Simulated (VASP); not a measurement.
AlCo, 2 atoms in the cell. Symmetry: Pm-3m, No. 221, cubic system. The conventional cell has a = 2.819 Å, b = 2.819 Å, c = 2.819 Å, α = 90.00°, β = 90.00°, γ = 90.00°. Within 3.2 Å of Al (site symmetry m-3m) lie 8 Co at 2.44 Å and 6 Al at 2.82 Å. Co (site symmetry m-3m) has 8 Al at 2.44 Å and 6 Co at 2.82 Å within 3.2 Å. 

| Property | Result |
| --- | --- |
| Program | VASP 6.6.1 |
| Task | relaxation of cell and atoms |
| Functional | LDA |
| Potentials or basis | VASP PAW LDA potentials, release 64 (Al, Co) |
| Cutoff | 600 eV |
| k mesh | 10 × 10 × 10 |
| Occupations | fermi-dirac, width 0.05 eV |
| Spin | collinear spin, ferromagnetic start |
| Starting moments | [0.0, 2.5] μB |
| Dipole correction | no |
| Further INCAR settings | ALGO = Normal; EDIFF = 1e-06; IBRION = 2; EDIFFG = -0.01; NSW = 80; ISIF = 3 |

Potentials or basis: VASP PAW LDA potentials, release 64 (Al, Co).

The run is started by

```bash
$ cat potpaw_LDA.64/Al/POTCAR potpaw_LDA.64/Co/POTCAR > POTCAR
$ mpirun -np 1 vasp_std > vasp.out
```

Hardware: 1 thread of Intel(R) Xeon(R) 6975P-C (Granite Rapids) (shared host).

Task: How long does it take, and how much memory?

Result: It took 18 s on 1 thread of Intel(R) Xeon(R) 6975P-C (Granite Rapids) (shared host), peak memory 0.16 GiB. Counts: scf iterations 29, k points 56, ion steps 3.
